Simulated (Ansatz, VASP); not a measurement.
**Cu4W in VASP and in Ansatz**

```
Cu W
1.0
    -2.82604    2.82604    2.82604
     2.82604   -2.82604    2.82604
     2.82604    2.82604   -2.82604
Cu W
4 1
Cartesian
  1.4130 1.4130 -1.4130
  1.4130 -1.4130 1.4130
  -1.4130 1.4130 1.4130
  1.4130 1.4130 1.4130
  0.0000 0.0000 0.0000
```

Change from the starting cell: species swapped into the CrGa4 type (Im-3m, No. 229).

Alike in both runs: functional PBE; k mesh 10 × 10 × 10; occupations gaussian, width 0.1 eV; no spin polarisation.

Ansatz relaxed the structure, and its values are those at the end. VASP's run is a single point on that final structure, the one shown.

|  | VASP | Ansatz |
| --- | --- | --- |
| version | VASP 6.6.1 | Ansatz 0.2.0 |
| potentials or method | VASP PAW PBE potentials, release 64 (Cu, W_sv), cutoff 520 eV | scalar-relativistic, plane waves, PAW |
| valence electrons in the cell | 58 | 90 |

|  | VASP | Ansatz | Ansatz less VASP |
| --- | --- | --- | --- |
| gap on the k mesh at the Fermi level (eV) | none | none | - |
| pressure (GPa) | 0.4 | 0.0 | -0.37 |

A gap of «none» marks a metal or a gap that the smearing closes. The functional is the same, so the differences come from potentials, cutoffs and numerics. VASP's potentials hold 58 valence electrons a cell and Ansatz's 90, so a difference there can come from the potentials and not from the codes.

Spin-orbit coupling is off throughout.
